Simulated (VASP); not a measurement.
# CsLiCr2Te2S3 (P3m1) in VASP: further runs

Aim: see how the results for CsLiCr2Te2S3 move with the level of theory and the settings. Levels: LDA, PBE. Tasks: single point, relaxation of cell and atoms.

Everything below comes from runs of VASP 6.6.1. Logs are shortened: lines on timing, memory, paths and dates and some standing lists are left out, and cuts for length are marked.

## 1. The cell of the first run

The structure is trigonal, space group P3m1 (No. 156). Conventional cell: a = 3.494 Å, b = 3.494 Å, c = 17.760 Å, α = 90.00°, β = 90.00°, γ = 120.00°. Cs (site symmetry 3m) has 3 S at 3.26 Å and 6 Cs at 3.49 Å and 3 Te at 3.70 Å and 3 Cr at 4.28 Å within 4.3 Å. Li (site symmetry 3m) has 6 S at 2.53 to 2.58 Å and 6 Cr at 3.41 to 3.45 Å and 6 Li at 3.49 Å within 3.5 Å. Cr (site symmetry 3m) has 3 S at 2.32 Å and 3 Te at 2.68 Å within 3.1 Å. Cr (site symmetry 3m) has 6 S at 2.36 to 2.39 Å within 3.1 Å. Within 4.6 Å of Te (site symmetry 3m) lie 9 Te at 3.49 to 4.11 Å and 3 Cs at 3.70 Å. Te (site symmetry 3m) has 3 Cr at 2.68 Å and 6 Te at 3.49 Å and 3 S at 3.53 Å within 3.6 Å. Within 3.3 Å of S (site symmetry 3m) lie 3 Cr at 2.39 Å and 3 Li at 2.53 Å and 3 S at 3.22 Å. S (site symmetry 3m) has 3 Cr at 2.32 Å and 3 Li at 2.58 Å within 3.1 Å.

## 2. Single point, LDA, collinear spin, ferromagnetic start

Contents of INCAR:

```
SYSTEM = CsLiCr2Te2S3
  ALGO = Normal
  EDIFF = 1E-6
  ENCUT = 520
  GGA = CA
  ISIF = 2
  ISMEAR = -1
  ISPIN = 2
  LASPH = .True.
  LCHARG = .True.
  LELF = .True.
  LMAXMIX = 4
  LORBIT = 11
  LREAL = .False.
  LVHAR = .True.
  LWAVE = .False.
  MAGMOM = 0 0 3 3 0 0 0 0 0
  NBANDS = 47
  NELM = 150
  PREC = Accurate
  SIGMA = 0.05
```

Contents of KPOINTS:

```
k-points
0
Gamma
  6 6 1
  0 0 0
```

Contents of POSCAR:

```
CsLiCr2Te2S3
1.0
    3.4938935722      0.0000000000      0.0000000000
   -1.7469467861      3.0258005917      0.0000000000
    0.0000000000      0.0000000000     17.7602377892
Cs Li Cr Te S
1 1 2 2 3
Direct
    0.0000000000      0.0000000000      0.3831026458
    0.6666666667      0.3333333333      0.0125495177
    0.0000000000      0.0000000000      0.8580122698
    0.3333333333      0.6666666667      0.1703452303
    0.3333333333      0.6666666667      0.5575364068
    0.6666666667      0.3333333333      0.7590394943
    0.0000000000      0.0000000000      0.0982161525
    0.3333333333      0.6666666667      0.9220075360
    0.6666666667      0.3333333333      0.2392007469
```

Potentials or basis: VASP PAW LDA potentials, release 64 (Cs_sv, Li_sv, Cr_pv, Te, S).

Command:

```
cat potpaw_LDA.64/Cs_sv/POTCAR potpaw_LDA.64/Li_sv/POTCAR potpaw_LDA.64/Cr_pv/POTCAR potpaw_LDA.64/Te/POTCAR potpaw_LDA.64/S/POTCAR > POTCAR
mpirun -np 1 vasp_std > vasp.out
```

OUTCAR:

```text
SYSTEM = CsLiCr2Te2S3
   EDIFF = 1E-6
   ENCUT = 520
   GGA = CA
   ISIF = 2
   ISMEAR = -1
   ISPIN = 2
   LASPH = .True.
   LORBIT = 11
   LREAL = .False.
   NELM = 150
   PREC = Accurate

 ion  position               nearest neighbor table
   1  0.000  0.000  0.383-
   2  0.667  0.333  0.013-   7 2.53   7 2.53   7 2.53   8 2.58   8 2.58   8 2.58
   3  0.000  0.000  0.858-   8 2.32   8 2.32   8 2.32   6 2.68   6 2.68   6 2.68
   4  0.333  0.667  0.170-   9 2.36   9 2.36   9 2.36   7 2.39   7 2.39   7 2.39
   5  0.333  0.667  0.558-
   6  0.667  0.333  0.759-   3 2.68   3 2.68   3 2.68
   7  0.000  0.000  0.098-   4 2.39   4 2.39   4 2.39   2 2.53   2 2.53   2 2.53
   8  0.333  0.667  0.922-   3 2.32   3 2.32   3 2.32   2 2.58   2 2.58   2 2.58
   9  0.667  0.333  0.239-   4 2.36   4 2.36   4 2.36

  LATTYP: Found a hexagonal cell.
 ALAT       =     3.4938935722
 C/A-ratio  =     5.0832223198

  Lattice vectors:

 A1 = (   3.4938935722,   0.0000000000,   0.0000000000)
 A2 = (  -1.7469467861,   3.0258005917,   0.0000000000)
 A3 = (   0.0000000000,   0.0000000000,  17.7602377892)

Analysis of symmetry for initial positions (statically):
=====================================================================
 Subroutine PRICEL returns:
 Original cell was already a primitive cell.

 Routine SETGRP: Setting up the symmetry group for a
 hexagonal supercell.

 Subroutine GETGRP returns: Found  6 space group operations
 (whereof  6 operations were pure point group operations)
 out of a pool of 24 trial point group operations.

The static configuration has the point symmetry C_3v.

Analysis of symmetry for dynamics (positions and initial velocities):
=====================================================================
 Subroutine PRICEL returns:
 Original cell was already a primitive cell.

 Routine SETGRP: Setting up the symmetry group for a
 hexagonal supercell.

 Subroutine GETGRP returns: Found  6 space group operations
 (whereof  6 operations were pure point group operations)
 out of a pool of 24 trial point group operations.

The dynamic configuration has the point symmetry C_3v.

Analysis of structural, dynamic, and magnetic symmetry:
[... 148 lines left out ...]
  ---------------------------------------------------
  ext. energy  EPLUGINS =         0.00000000
  ---------------------------------------------------
  free energy    TOTEN  =       -51.45733458 eV

  energy without entropy =      -51.43313207  energy(sigma->0) =      -51.44523332

 E-fermi :   6.2960     XC(G=0): -10.3170

 val. band max:        6.2246859789   @ k =   0.5000   0.0000   0.0000
 cond. band min:       6.3278716679   @ k =   0.1667   0.0000   0.0000
 fundamental gap:      0.1031856890
 Fermi energy:         6.2960472895

 spin component 1

 k-point     1 :       0.0000    0.0000    0.0000
  band No.  band energies     occupation
      1     -38.9829      1.00000
      2     -37.6484      1.00000
      3     -37.6255      1.00000
      4     -37.6255      1.00000
      5     -37.3461      1.00000
      6     -37.3408      1.00000
[... 325 lines left out ...]
     44      10.1019      0.00000
     45      10.4897      0.00000
 Fermi energy:         6.2960472895

 spin component 2

 k-point     1 :       0.0000    0.0000    0.0000
  band No.  band energies     occupation
      1     -38.9824      1.00000
      2     -35.1118      1.00000
      3     -35.1044      1.00000
      4     -35.0665      1.00000
      5     -35.0665      1.00000
      6     -35.0281      1.00000
[... 325 lines left out ...]
     44      10.7392      0.00000
     45      11.1650      0.00000
 [bands above 45 left out]

------------------------ aborting loop because EDIFF is reached ----------------------------------------

  FORCE on cell =-STRESS in cart. coord.  units (eV):
  Direction    XX          YY          ZZ          XY          YZ          ZX
  --------------------------------------------------------------------------------------
  -------------------------------------------------------------------------------------
  Total       -0.0779317     -0.0779317      0.0656121      0.0000000      0.0000000      0.0000000
  in kB       -0.6650068     -0.6650068      0.5598809      0.0000000      0.0000000      0.0000000
  external PRESSURE =      -0.2567109 kB  Pullay stress =       0.0000000 kB

 VOLUME and BASIS-vectors are now :
 -----------------------------------------------------------------------------
  energy-cutoff  :      520.00
  volume of cell :      187.76
      direct lattice vectors                 reciprocal lattice vectors
     3.493893572  0.000000000  0.000000000     0.286213641  0.165245523  0.000000000
    -1.746946786  3.025800592  0.000000000     0.000000000  0.330491045  0.000000000
     0.000000000  0.000000000 17.760237789     0.000000000  0.000000000  0.056305552

 POSITION                                       TOTAL-FORCE (eV/Angst)
 -----------------------------------------------------------------------------------
      0.00000      0.00000      6.80399        -0.000000      0.000000     -0.004171
      1.74695      1.00860      0.22288        -0.000000     -0.000000      0.007147
      0.00000      0.00000     15.23850         0.000000      0.000000      0.033365
     -0.00000      2.01720      3.02537        -0.000000      0.000000     -0.000754
     -0.00000      2.01720      9.90198        -0.000000      0.000000      0.031332
      1.74695      1.00860     13.48072         0.000000      0.000000     -0.012146
      0.00000      0.00000      1.74434         0.000000      0.000000      0.001390
     -0.00000      2.01720     16.37507         0.000000     -0.000000     -0.021731
      1.74695      1.00860      4.24826        -0.000000      0.000000     -0.034432
 -----------------------------------------------------------------------------------
    total drift:                               -0.000000     -0.000000     -0.000857

  FREE ENERGIE OF THE ION-ELECTRON SYSTEM (eV)
  ---------------------------------------------------
  free  energy   TOTEN  =       -51.4573345769 eV

  energy  without entropy=      -51.4331320730  energy(sigma->0) =      -51.44523332

 total charge

# of ion       s       p       d       tot
------------------------------------------
    1        1.833   4.663   0.114   6.609
    2        2.011   0.060   0.000   2.071
    3        0.294   6.295   4.237  10.826
    4        0.291   6.306   4.154  10.751
    5        1.424   1.824   0.024   3.272
    6        1.405   1.955   0.050   3.410
    7        1.322   2.443   0.000   3.765
    8        1.324   2.433   0.000   3.757
    9        1.327   2.431   0.000   3.758
--------------------------------------------------
tot         11.231  28.409   8.579  48.218

 magnetization (x)

# of ion       s       p       d       tot
------------------------------------------
    1        0.001  -0.000  -0.003  -0.002
    2        0.001  -0.001   0.000  -0.000
    3        0.033   0.024   2.431   2.487
    4        0.037   0.034   2.691   2.762
    5        0.001   0.010   0.000   0.011
    6       -0.001  -0.109   0.002  -0.107
    7       -0.002  -0.018   0.000  -0.020
    8       -0.004  -0.037   0.000  -0.041
    9       -0.003  -0.034   0.000  -0.037
--------------------------------------------------
tot          0.063  -0.132   5.122   5.053
```

Run time: 2.4 min. Hardware: 1 thread of Intel Xeon 6975P-C (Granite Rapids), shared host; peak memory 0.34 GiB.

Results:

- Free energy: -51.4573 eV
- Largest force: 0.034 eV/Å
- Net moment: 5.43 μB per cell
- Site moments: Cs -0.00; Li -0.00; Cr +2.49, +2.76; Te +0.01, -0.11; S -0.02, -0.04 (each value once) μB
- Valence electrons inside the program's atomic spheres: Cs 6.61; Li 2.07; Cr 10.83, 10.75; Te 3.27, 3.41; S 3.77, 3.76 (each value once)

Forces in eV/Å, atoms in the order of the input:
```
Cs   0.000  0.000 -0.004
Li   0.000  0.000  0.007
Cr   0.000  0.000  0.033
Cr   0.000  0.000 -0.001
Te   0.000  0.000  0.031
Te   0.000  0.000 -0.012
S    0.000  0.000  0.001
S    0.000  0.000 -0.022
S    0.000  0.000 -0.034
```

Caveat: the cutoff is under 1.25 times the usual one of these potentials, so pressure, stress and relaxed cells hold a basis-set (Pulay) error; spin-orbit coupling is left out, which moves the levels of the heavy elements; the run started ferromagnetic, and an antiferromagnetic order may lie lower in energy. With open d or f shells a metallic result of LDA can be an artefact of self-interaction; +U or a hybrid may open a gap.

## 3. Relaxation of cell and atoms, PBE, collinear spin, ferromagnetic start, target pressure 5 GPa, at which the enthalpy is minimised

This run uses another cell than the first one, of 23.82 Å³/atom.

Contents of INCAR:

```
PREC     = Accurate       # precision mode
ENCUT    = 600            # plane-wave cutoff, eV
EDIFF    = 1E-7           # SCF threshold, eV
ISMEAR   = -1             # smearing method
SIGMA    = 0.05           # smearing width, eV
LREAL    = F              # projectors in reciprocal space
LASPH    = T              # aspherical terms in the spheres
NELM     = 150            # most SCF steps
ALGO     = Normal         # electronic algorithm
ISIF     = 3              # what is computed and relaxed
LWAVE    = F              # write WAVECAR
LCHARG   = F              # write CHGCAR
ISPIN    = 2              # spin polarisation
MAGMOM   = 0 0 3 3 0 0 0 0 0 # initial moments
LORBIT   = 11             # projections on sites
LMAXMIX  = 4              # l up to which the mixer works
GGA      = PE             # functional
IBRION   = 2              # ionic algorithm
NSW      = 60             # ionic steps
EDIFFG   = -0.01          # ionic threshold
PSTRESS  = 50.0         
KPAR     = 4
```

Contents of KPOINTS:

```
regular mesh
0
Gamma
  6 6 1
```

Contents of POSCAR:

```
CsLiCr2Te2S3
1.0
    3.6035800000      0.0000000000      0.0000000000
   -1.8017900000      3.1207900000      0.0000000000
    0.0000000000      0.0000000000     19.0665100000
Cs Li Cr Te S
1 1 2 2 3
Direct
    0.0000000000      0.0000000000      0.3739900000
    0.6666700000      0.3333300000      0.0160700000
    0.0000000000      0.0000000000      0.8663700000
    0.3333300000      0.6666700000      0.1683300000
    0.3333300000      0.6666700000      0.5389100000
    0.6666700000      0.3333300000      0.7727600000
    0.0000000000      0.0000000000      0.1003000000
    0.3333300000      0.6666700000      0.9292000000
    0.6666700000      0.3333300000      0.2340800000
```

Potentials or basis: VASP PAW PBE potentials, release 64 (Cs_sv, Li_sv, Cr_pv, Te, S).

Command:

```
cat potpaw_PBE.64/Cs_sv/POTCAR potpaw_PBE.64/Li_sv/POTCAR potpaw_PBE.64/Cr_pv/POTCAR potpaw_PBE.64/Te/POTCAR potpaw_PBE.64/S/POTCAR > POTCAR
mpirun -np 4 vasp_std > vasp.out
```

It took 67 min on 4 MPI ranks of Intel Xeon Platinum 8559C (Emerald Rapids), shared host; peak memory 0.69 GiB.

The run converged. Its results:

```
Free energy                                                : -45.9045 eV
Relaxed volume                                             : 20.73 Å³/atom
Relaxed cell                                               : a = 3.516 Å, b = 3.516 Å, c = 17.420 Å, α = 90.00°, β = 90.00°, γ = 120.00°
Space group after relaxing (to 0.1 Å)                      : P3m1 (No. 156)
Energy change on relaxing (the run minimises the enthalpy) : +34.6 meV/atom
Ionic steps                                                : 34
Pressure after relaxing                                    : 5.0 GPa
Largest force after relaxing                               : 0.005 eV/Å
Net moment                                                 : 5.74 μB per cell
Site moments                                               : Cs +0.00; Li -0.00; Cr +2.71, +2.89; Te +0.07, -0.15; S -0.04, -0.07, -0.06 μB
Valence electrons inside the program's atomic spheres      : Cs 6.63; Li 2.06; Cr 10.72, 10.65; Te 3.27, 3.40; S 3.78, 3.77 (each value once)
```

Forces on the atoms (eV/Å):
```
Cs   0.000  0.000 -0.002
Li   0.000  0.000  0.003
Cr   0.000  0.000  0.005
Cr   0.000  0.000  0.001
Te   0.000  0.000 -0.002
Te   0.000  0.000 -0.002
S    0.000  0.000 -0.005
S    0.000  0.000  0.000
S    0.000  0.000  0.000
```

Step by step:
| step | energy change (eV) | largest force (eV/Å) | pressure (GPa) | volume (Å³) |
| --- | --- | --- | --- | --- |
| 1 | 0.0000 | 0.0716 | 0.04 | 214.42 |
| 2 | 0.4663 | 1.0481 | 7.39 | 192.34 |
| 3 | 0.2364 | 0.6742 | 5.00 | 198.30 |
| 4 | 0.2438 | 0.4749 | 4.99 | 196.62 |
| 5 | 0.3435 | 0.3767 | 5.11 | 192.27 |
| 6 | 0.3150 | 0.3624 | 5.06 | 193.11 |
| 7 | 0.3052 | 0.3480 | 4.99 | 192.73 |
| 8 | 0.3053 | 0.5626 | 4.80 | 191.58 |
| 9 | 0.3097 | 0.4710 | 4.96 | 190.79 |
| 10 | 0.3442 | 0.2639 | 5.50 | 188.43 |
| 11 | 0.5223 | 0.8095 | 6.93 | 183.73 |
| 12 | 0.3795 | 0.4143 | 5.86 | 187.09 |
| 13 | 0.3557 | 0.3843 | 5.57 | 187.41 |
| 14 | 0.3020 | 0.4537 | 4.76 | 188.38 |
| 15 | 0.2884 | 0.4789 | 4.47 | 188.76 |
| 16 | 0.3006 | 0.3025 | 4.71 | 187.91 |
| 17 | 0.3363 | 0.1965 | 5.17 | 186.47 |
| 18 | 0.3250 | 0.1583 | 5.04 | 186.66 |
| 19 | 0.2988 | 0.1524 | 4.66 | 187.24 |
| 20 | 0.3305 | 0.1108 | 5.17 | 186.07 |
| 21 | 0.3383 | 0.1072 | 5.27 | 185.81 |
| 22 | 0.3205 | 0.0730 | 5.06 | 186.32 |
| 23 | 0.3157 | 0.0966 | 4.99 | 186.47 |
| 24 | 0.3109 | 0.0484 | 4.95 | 186.59 |
| 25 | 0.3052 | 0.0377 | 4.90 | 186.76 |
| 26 | 0.3210 | 0.0383 | 5.13 | 186.24 |
| 27 | 0.3172 | 0.0346 | 5.08 | 186.36 |
| 28 | 0.3128 | 0.0203 | 5.02 | 186.49 |
| 29 | 0.3122 | 0.0250 | 5.02 | 186.52 |
| 30 | 0.3076 | 0.0144 | 4.95 | 186.66 |
| 31 | 0.3068 | 0.0138 | 4.95 | 186.68 |
| 32 | 0.3126 | 0.0178 | 5.03 | 186.50 |
| 33 | 0.3112 | 0.0131 | 5.01 | 186.54 |
| 34 | 0.3115 | 0.0054 | 5.01 | 186.53 |

Final structure:
```xyz
9
Lattice="3.5163 0.0000 0.0000 -1.7581 3.0452 0.0000 0.0000 0.0000 17.4202" Properties=species:S:1:pos:R:3 pbc="T T T"
Cs    3.5163    0.0000    6.8116
Li    1.7582    1.0151    0.1637
Cr   -1.7582    3.0452   14.8468
Cr    0.0000    2.0301    2.9792
Te    0.0000    2.0301    9.8556
Te    1.7581    1.0151   13.0689
S    -1.7581    3.0452    1.6776
S     0.0000    2.0301   16.0424
S     1.7581    1.0151    4.2350
```

Levels at points of the mesh, in eV from the Fermi level:
Spin up:
```csv
k point,band 34,band 35,band 36,band 37,band 38,band 39
"(0.00, 0.00, 0.00)",0.51,0.51,1.39,1.71,1.71,2.09
"(0.50, 0.00, 0.00)",-1.11,-0.82,-0.70,0.31,0.66,1.38
"(0.50, 0.50, 0.00)",-1.11,-0.82,-0.70,0.31,0.66,1.38
```
Spin down:
```
           k point  band 27  band 28  band 29  band 30  band 31  band 32  band 33  band 34
(0.00, 0.00, 0.00)    -0.70     0.75     0.75     0.82     0.82     1.08     1.08     1.19
(0.50, 0.00, 0.00)    -2.73    -2.25    -1.07    -0.97     0.18     0.43     0.55     0.99
(0.50, 0.50, 0.00)    -2.73    -2.25    -1.07    -0.97     0.18     0.43     0.55     0.99
```

Caveat: the cutoff is under 1.25 times the usual one of these potentials, so pressure, stress and relaxed cells hold a basis-set (Pulay) error; the cell is relaxed towards a set pressure, so the run minimises the enthalpy, not the energy; spin-orbit coupling is left out, which moves the levels of the heavy elements; the run started ferromagnetic, and an antiferromagnetic order may lie lower in energy. With open d or f shells a metallic result of PBE can be an artefact of self-interaction; +U or a hybrid may open a gap.
